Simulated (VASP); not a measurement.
# Be (Fm-3m) in VASP: notebook

Runs on Be. Level: LDA. Tasks: single point.

Everything below comes from runs of VASP 6.6.1. Logs are shortened: lines on timing, memory, paths and dates and some standing lists are left out, and cuts for length are marked.

### 1 The cell of the first run

The structure is cubic, space group Fm-3m (No. 225). The conventional cell has a = 2.931 Å, b = 2.931 Å, c = 2.931 Å, α = 90.00°, β = 90.00°, γ = 90.00°. Within 2.7 Å of Be (site symmetry m-3m) lie 12 Be at 2.07 Å.

### 2 Single point, LDA (volume scaled by 0.84)

INCAR reads:

```
SYSTEM = Be
PREC     = Accurate       ! precision mode
ENCUT    = 520            ! plane-wave cutoff, eV
EDIFF    = 1E-7           ! SCF threshold, eV
ISMEAR   = -1             ! smearing method
SIGMA    = 0.05           ! smearing width, eV
LREAL    = .False.        ! projectors in reciprocal space
LASPH    = .True.         ! aspherical terms in the spheres
NELM     = 80             ! most SCF steps
ALGO     = Normal         ! electronic algorithm
ISIF     = 2              ! what is computed and relaxed
LWAVE    = .False.        ! write WAVECAR
LCHARG   = .False.        ! write CHGCAR
NBANDS   = 7              ! bands
```

KPOINTS reads:

```
Automatic mesh
0
Gamma
  21 21 21
  0 0 0
```

POSCAR reads:

```
Be
1.0
    0.0000000000      1.4656200112      1.4656200112
    1.4656200112      0.0000000000      1.4656200112
    1.4656200112      1.4656200112      0.0000000000
Be
1
Direct
    0.0000000000      0.0000000000      0.0000000000
```

Potentials or basis: VASP PAW LDA potentials, release 64 (Be).

The run is started by

```
$ cat potpaw_LDA.64/Be/POTCAR > POTCAR
$ mpirun -np 1 vasp_std > vasp.out
```

OUTCAR:

```text
SYSTEM = Be
   PREC = Accurate
   ENCUT = 520
   EDIFF = 1E-7
   ISMEAR = -1
   LREAL = .False.
   LASPH = .True.
   NELM = 80
   ISIF = 2

 ion  position               nearest neighbor table
   1  0.000  0.000  0.000-

  LATTYP: Found a face centered cubic cell.
 ALAT       =     2.9312400224

  Lattice vectors:

 A1 = (   0.0000000000,   1.4656200112,   1.4656200112)
 A2 = (   1.4656200112,   0.0000000000,   1.4656200112)
 A3 = (   1.4656200112,   1.4656200112,   0.0000000000)

Analysis of symmetry for initial positions (statically):
=====================================================================
 Subroutine PRICEL returns:
 Original cell was already a primitive cell.

 Routine SETGRP: Setting up the symmetry group for a
 face centered cubic supercell.

 Subroutine GETGRP returns: Found 48 space group operations
 (whereof 48 operations were pure point group operations)
 out of a pool of 48 trial point group operations.

The static configuration has the point symmetry O_h .

Analysis of symmetry for dynamics (positions and initial velocities):
=====================================================================
 Subroutine PRICEL returns:
 Original cell was already a primitive cell.

 Routine SETGRP: Setting up the symmetry group for a
 face centered cubic supercell.

 Subroutine GETGRP returns: Found 48 space group operations
 (whereof 48 operations were pure point group operations)
 out of a pool of 48 trial point group operations.

The dynamic configuration has the point symmetry O_h .

 Subroutine INISYM returns: Found 48 space group operations
 (whereof 48 operations are pure point group operations),
 and found     1 'primitive' translations

----------------------------------------------------------------------------------------

                                     Primitive cell

  volume of cell :       6.2964

  direct lattice vectors                    reciprocal lattice vectors
     0.000000000  1.465620011  1.465620011    -0.341152547  0.341152547  0.341152547
     1.465620011  0.000000000  1.465620011     0.341152547 -0.341152547  0.341152547
     1.465620011  1.465620011  0.000000000     0.341152547  0.341152547 -0.341152547

  length of vectors
     2.072699697  2.072699697  2.072699697     0.590893545  0.590893545  0.590893545

  position of ions in fractional coordinates (direct lattice)
     0.000000000  0.000000000  0.000000000

  ion indices of the primitive-cell ions
   primitive index   ion index
                 1           1

----------------------------------------------------------------------------------------

 KPOINTS: Automatic mesh

Automatic generation of k-mesh.
 Grid dimensions read from file:
 generate k-points for:   21   21   21

 Generating k-lattice:

  Cartesian coordinates                     Fractional coordinates (reciprocal lattice)
    -0.016245359  0.016245359  0.016245359     0.047619048  0.000000000  0.000000000
     0.016245359 -0.016245359  0.016245359     0.000000000  0.047619048  0.000000000
     0.016245359  0.016245359 -0.016245359     0.000000000  0.000000000  0.047619048

  Length of vectors
     0.028137788  0.028137788  0.028137788

  Shift w.r.t. Gamma in fractional coordinates (k-lattice)
     0.000000000  0.000000000  0.000000000

 Subroutine IBZKPT returns following result:
 ===========================================

 Found    286 irreducible k-points:

 Following reciprocal coordinates:
            Coordinates               Weight
  0.000000  0.000000  0.000000      1.000000
  0.047619  0.000000  0.000000      8.000000
  0.095238  0.000000  0.000000      8.000000
  0.142857  0.000000  0.000000      8.000000
  0.190476  0.000000  0.000000      8.000000
  0.238095  0.000000  0.000000      8.000000
[... 16 lines left out ...]
 -0.428571  0.047619  0.000000     24.000000
 -0.380952  0.047619  0.000000     24.000000
 [... further k-points ...]
   k-points           NKPTS =    286   k-points in BZ     NKDIM =    286   number of bands    NBANDS=      7
   number of dos      NEDOS =    301   number of ions     NIONS =      1
   total plane-waves  NPLWV =   4096
   dimension x,y,z NGX =    16 NGY =   16 NGZ =   16
   dimension x,y,z NGXF=    32 NGYF=   32 NGZF=   32
   ions per type =               1
   NGX,Y,Z   is equivalent  to a cutoff of  12.83, 12.83, 12.83 a.u.
   NGXF,Y,Z  is equivalent  to a cutoff of  25.67, 25.67, 25.67 a.u.
 SYSTEM =  Be
   PREC   = accura    normal or accurate (medium, high low for compatibility)
   ISTART =      0    job   : 0-new  1-cont  2-samecut
   ICHARG =      2    charge: 1-file 2-atom 10-const
   ISPIN  =      1    spin polarized calculation?
   LNONCOLLINEAR =      F non collinear calculations
   LSORBIT =      F    spin-orbit coupling
   LASPH  =      T    aspherical Exc in radial PAW
   ENCUT  =  520.0 eV  38.22 Ry    6.18 a.u.   3.85  3.85  3.85*2*pi/ulx,y,z
   NELM   =     80;   NELMIN=  2; NELMDL= -5     # of ELM steps
   EDIFF  = 0.1E-06   stopping-criterion for ELM
   LREAL  =      F    real-space projection
   EDIFFG = 0.1E-05   stopping-criterion for IOM
   NSW    =      0    number of steps for IOM
   IBRION =     -1    ionic relax: 0-MD 1-quasi-New 2-CG
   NFREE  =      0    steps in history (QN), initial steepest desc. (CG)
   ISIF   =      2    stress and relaxation
   ISYM   =      2    0-nonsym 1-usesym 2-fastsym
   POTIM  = 0.5000    time-step for ionic-motion
   TEBEG  =    0.0;   TEEND  =   0.0 temperature during run
   PSTRESS=    0.0 pullay stress
   NELECT =       2.0000    total number of electrons
   NUPDOWN=      -1.0000    fix difference up-down
   EMIN   =  10.00;   EMAX   =-10.00  energy-range for DOS
   EFERMI =   0.00;   METHOD = LEGACY
   ISMEAR =    -1;   SIGMA  =   0.05  broadening in eV -4-tet -1-fermi 0-gaus
   EFERMI_NEDOS =   21; number of points for ismear=-14 and -15
   IALGO  =     38    algorithm
   IMIX   =      4    mixing-type and parameters
     AMIX     =   0.40;   BMIX     =  1.00
     AMIX_MAG =   1.60;   BMIX_MAG =  1.00
  volume/ion in A,a.u.               =       6.30        42.49
  Fermi-wavevector in a.u.,A,eV,Ry     =   1.117001  2.110825 16.975861  1.247691
  Thomas-Fermi vector in A             =   2.253620
   LORBIT       =      0    0 simple, 1 ext, 2 COOP (PROOUT), +10 PAW based schemes
   GGA     = CA    functional components
   LHFCALC =     F    Hartree Fock is set to
   AEXX    =    0.0000 exact exchange contribution
   IVDW    =     0    specifies the selected vdW correction
   LEPSILON=     F    determine dielectric tensor
   LRPA    =     F    only Hartree local field effects (RPA)
 non-spin polarized calculation
  energy-cutoff  :      520.00
  volume of cell :        6.30
 maximum number of plane-waves:       182
   NGX =  7   NGY =  7   NGZ =  7

 number of electron       2.0000000 magnetization

 Free energy of the ion-electron system (eV)
  ---------------------------------------------------
  ext. energy  EPLUGINS =         0.00000000
  ---------------------------------------------------
  free energy    TOTEN  =        -4.02742037 eV

  energy without entropy =       -4.02706595  energy(sigma->0) =       -4.02724316

 E-fermi :   9.3173     XC(G=0): -11.3996

 val. band max:        9.2675376286   @ k =  -0.2857   0.4762   0.1905
 cond. band min:       9.3687305010   @ k =  -0.3810   0.3333   0.0000
 fundamental gap:      0.1011928724
 Fermi energy:         9.3173153548

 k-point     1 :       0.0000    0.0000    0.0000
  band No.  band energies     occupation
      1      -3.6816      2.00000
      2      32.1788      0.00000
      3      32.1788      0.00000
      4      32.1788      0.00000
      5      42.8906      0.00000
      6      42.8906      0.00000
      7      42.8906      0.00000

 k-point     2 :       0.0476    0.0000    0.0000
  band No.  band energies     occupation
      1      -3.6028      2.00000
      2      31.4492      0.00000
      3      32.0180      0.00000
      4      32.0180      0.00000
      5      41.7749      0.00000
      6      43.1958      0.00000
      7      43.1958      0.00000

 k-point     3 :       0.0952    0.0000    0.0000
  band No.  band energies     occupation
      1      -3.3664      2.00000
      2      29.4709      0.00000
      3      31.5973      0.00000
      4      31.5973      0.00000
      5      41.0005      0.00000
      6      43.9893      0.00000
      7      43.9893      0.00000

 k-point     4 :       0.1429    0.0000    0.0000
  band No.  band energies     occupation
      1      -2.9722      2.00000
      2      26.7858      0.00000
      3      31.0447      0.00000
      4      31.0447      0.00000
      5      41.0514      0.00000
      6      44.8625      0.00000
      7      44.8625      0.00000

 k-point     5 :       0.1905    0.0000    0.0000
  band No.  band energies     occupation
      1      -2.4205      2.00000
      2      23.8630      0.00000
      3      30.4716      0.00000
      4      30.4716      0.00000
      5      41.6196      0.00000
      6      44.9878      0.00000
      7      44.9878      0.00000
[... 161 lines left out ...]
 k-point    22 :      -0.4762    0.0476    0.0000
  band No.  band energies     occupation
      1       3.1171      2.00000
      2      10.2491      0.00000
      3      28.2732      0.00000
      4      28.4219      0.00000
      5      37.7114      0.00000
      6      40.0175      0.00000
      7      43.9727      0.00000

 k-point    23 :      -0.4286    0.0476    0.0000
  band No.  band energies     occupation
      1       2.5972      2.00000
      2      11.0404      0.00000
      3      28.0396      0.00000
      4      28.7655      0.00000
      5      38.1353      0.00000
      6      39.9456      0.00000
      7      44.2238      0.00000

 k-point    24 :      -0.3810    0.0476    0.0000
  band No.  band energies     occupation
      1       1.6260      2.00000
      2      12.6882      0.00000
      3      27.9233      0.00000
      4      29.1800      0.00000
      5      38.8295      0.00000
      6      40.2161      0.00000
      7      44.7090      0.00000

 [... further k-points ...]

------------------------ aborting loop because EDIFF is reached ----------------------------------------

  FORCE on cell =-STRESS in cart. coord.  units (eV):
  Direction    XX          YY          ZZ          XY          YZ          ZX
  --------------------------------------------------------------------------------------
  -------------------------------------------------------------------------------------
  Total        1.2379153      1.2379153      1.2379153      0.0000000      0.0000000     -0.0000000
  in kB      314.9976939    314.9976939    314.9976939      0.0000000      0.0000000     -0.0000000
  external PRESSURE =     314.9976939 kB  Pullay stress =       0.0000000 kB

 VOLUME and BASIS-vectors are now :
 -----------------------------------------------------------------------------
  energy-cutoff  :      520.00
  volume of cell :        6.30
      direct lattice vectors                 reciprocal lattice vectors
     0.000000000  1.465620011  1.465620011    -0.341152547  0.341152547  0.341152547
     1.465620011  0.000000000  1.465620011     0.341152547 -0.341152547  0.341152547
     1.465620011  1.465620011  0.000000000     0.341152547  0.341152547 -0.341152547

 POSITION                                       TOTAL-FORCE (eV/Angst)
 -----------------------------------------------------------------------------------
      0.00000      0.00000      0.00000         0.000000      0.000000     -0.000000
 -----------------------------------------------------------------------------------
    total drift:                                0.000000     -0.000000     -0.000000

  FREE ENERGIE OF THE ION-ELECTRON SYSTEM (eV)
  ---------------------------------------------------
  free  energy   TOTEN  =        -4.0274203677 eV

  energy  without entropy=       -4.0270659500  energy(sigma->0) =       -4.02724316
```

It took 3.4 s on 1 thread of Intel Xeon 6975P-C (Granite Rapids), shared host; peak memory 0.11 GiB.

What came out:

- Free energy: -4.0274 eV
- Pressure: 31.5 GPa
- Band gap on the k mesh: zero (band 1 reaches 9.56 eV, above the bottom of band 2 at 8.96 eV)

Levels at points of the mesh, in eV from the Fermi level:
```csv
k point,band 1,band 2,band 3,band 4
"(0.00, 0.00, 0.00)",-13.00,22.86,22.86,22.86
```

Caveat: the cell differs from its parent crystal (volume scaled by 0.84).

### 3 Single point, LDA (volume scaled by 0.92)

INCAR reads:

```
PREC = Accurate
ENCUT = 520
EDIFF = 1E-6
ISMEAR = -1
SIGMA = 0.05
LREAL = F
LASPH = T
NELM = 80
ALGO = Normal
ISIF = 2
LWAVE = F
LCHARG = T
LELF = T
LVHAR = T
NBANDS = 7
```

KPOINTS reads:

```
regular mesh
0
Gamma
  21 21 21
```

POSCAR reads:

```
Be
1.0
    0.0000000000      1.5107440758      1.5107440758
    1.5107440758      0.0000000000      1.5107440758
    1.5107440758      1.5107440758      0.0000000000
Be
1
Direct
    0.0000000000      0.0000000000      0.0000000000
```

Potentials or basis: VASP PAW LDA potentials, release 64 (Be).

The run is started by

```
$ cat potpaw_LDA.64/Be/POTCAR > POTCAR
$ mpirun -np 1 vasp_std > vasp.out
```

Run time: 3.4 s. Hardware: 1 thread of Intel Xeon 6975P-C (Granite Rapids), shared host; peak memory 0.11 GiB.

Results (log left out):

```yaml
Free_energy: -4.1091 eV
Pressure: 13.2 GPa
Band_gap_on_the_k_mesh: zero (band 1 reaches 8.71 eV, above the bottom of band 2 at 8.15 eV)
```

Levels at points of the mesh, in eV from the Fermi level:
| k point | band 1 | band 2 | band 3 | band 4 | band 5 |
| --- | --- | --- | --- | --- | --- |
| (0.00, 0.00, 0.00) | -12.49 | 21.24 | 21.24 | 21.24 | 31.69 |

Caveat: the cell differs from its parent crystal (volume scaled by 0.92).

### 4 Single point, LDA (volume scaled by 0.92)

INCAR reads:

```
SYSTEM = Be
PREC     = Accurate       ! precision mode
ENCUT    = 520            ! plane-wave cutoff, eV
EDIFF    = 1E-6           ! SCF threshold, eV
ISMEAR   = -1             ! smearing method
SIGMA    = 0.05           ! smearing width, eV
LREAL    = .False.        ! projectors in reciprocal space
LASPH    = .True.         ! aspherical terms in the spheres
NELM     = 100            ! most SCF steps
ALGO     = Normal         ! electronic algorithm
ISIF     = 2              ! what is computed and relaxed
LWAVE    = .False.        ! write WAVECAR
LCHARG   = .False.        ! write CHGCAR
GGA      = CA             ! functional
NBANDS   = 7              ! bands
```

KPOINTS reads:

```
regular mesh
0
Gamma
  21 21 21
  0 0 0
```

POSCAR is that of step 3.

The run is started by

```
$ cat potpaw_LDA.64/Be/POTCAR > POTCAR
$ mpirun -np 1 vasp_std > vasp.out
```

Wall time 3.2 s (1 thread of Intel Xeon 6975P-C (Granite Rapids), shared host); peak memory 0.11 GiB.

It converged, with:

- Free energy: -4.1091 eV
- Pressure: 13.2 GPa
- Band gap on the k mesh: zero (band 1 reaches 8.71 eV, above the bottom of band 2 at 8.15 eV)

Levels at points of the mesh, in eV from the Fermi level:
| k point | band 1 | band 2 | band 3 | band 4 | band 5 | band 6 |
| --- | --- | --- | --- | --- | --- | --- |
| (0.00, 0.00, 0.00) | -12.49 | 21.24 | 21.24 | 21.24 | 31.69 | 31.69 |

Caveat: the cell differs from its parent crystal (volume scaled by 0.92).

### 5 Single point, LDA

This run uses another cell than the first one, of 7.50 Å³/atom, 1.190 times its volume.

INCAR reads:

```
SYSTEM = Be
PREC = Accurate ; ENCUT = 520
EDIFF = 1E-7 ; ISMEAR = -1
SIGMA = 0.05 ; LREAL = .FALSE.
LASPH = .TRUE. ; NELM = 100
ALGO = Normal ; ISIF = 2
LWAVE = .FALSE. ; LCHARG = .FALSE.
NBANDS = 7
```

KPOINTS reads:

```
Automatic mesh
0
G
  21 21 21
  0 0 0
```

POSCAR reads:

```
Be
1.0
    0.0000000000      1.5533224679      1.5533224679
    1.5533224679      0.0000000000      1.5533224679
    1.5533224679      1.5533224679      0.0000000000
Be
1
Direct
    0.0000000000      0.0000000000      0.0000000000
```

The run is started by

```
$ cat potpaw_LDA.64/Be/POTCAR > POTCAR
$ mpirun -np 1 vasp_std > vasp.out
```

Run time: 3.2 s. Hardware: 1 thread of Intel Xeon 6975P-C (Granite Rapids), shared host; peak memory 0.11 GiB.

Results (log left out):

| Item | Value |
| --- | --- |
| Free energy | -4.1334 eV |
| Pressure | 0.5 GPa |
| Band gap on the k mesh | zero (band 1 reaches 7.97 eV, above the bottom of band 2 at 7.44 eV) |

Levels at points of the mesh, in eV from the Fermi level:
```tsv
k point	band 1	band 2	band 3	band 4	band 5	band 6
(0.00, 0.00, 0.00)	-12.03	19.85	19.85	19.85	30.06	30.06
```

### 6 Summary

```csv
cell,gap on the mesh (eV),pressure (GPa)
"a = 2.073 Å, angles 60.0°, 1 atom",none,31.5
"a = 2.137 Å, angles 60.0°, 1 atom",none,13.2
"a = 2.197 Å, angles 60.0°, 1 atom",none,0.5
```

Alike in all rows: task single point; level LDA; potentials or basis VASP PAW LDA potentials, release 64 (Be); no spin polarisation; k mesh 21 × 21 × 21; cutoff (eV) 520; smearing fermi-dirac 0.05 eV.

Absolute energies hang on the potentials; compare differences alone.
